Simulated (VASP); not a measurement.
# Te: single point with LDA

Crystal: Te.

```
Te
1.0
     2.25883    1.30414    1.65643
    -2.25883    1.30414    1.65643
     0.00000   -2.60827    1.65643
Te
1
Cartesian
  0.0000 0.0000 2.4847
```

This cell differs from its parent crystal: volume scaled by 0.94.

```yaml
Program: VASP 6.6.1
Task: single point
Functional: LDA
Potentials_or_basis: VASP PAW LDA potentials, release 64 (Te)
Cutoff: 520 eV
k_mesh: 9 × 9 × 9
Occupations: fermi-dirac, width 0.05 eV
Spin: no spin polarisation
```

* Pressure: 3.0 GPa
* Band gap on the k mesh: zero (band 3 reaches 10.42 eV, above the bottom of band 4 at 5.16 eV)

Stress tensor (GPa, compression positive):
```
3.20 0.00 0.00
0.00 3.20 0.00
0.00 0.00 2.51
```

Levels at points of the mesh, in eV from the Fermi level:
```
           k point  band 1  band 2  band 3  band 4  band 5  band 6  band 7  band 8
(0.00, 0.00, 0.00)  -14.51    1.02    1.50    1.50    6.01    6.01    6.85   17.18
```

It took 5.6 s on 1 thread of Intel(R) Xeon(R) Platinum 8488C (Sapphire Rapids), with other jobs on the host, peak memory 0.13 GiB.

Caveat: spin-orbit coupling is left out, which moves the levels of the heavy elements.
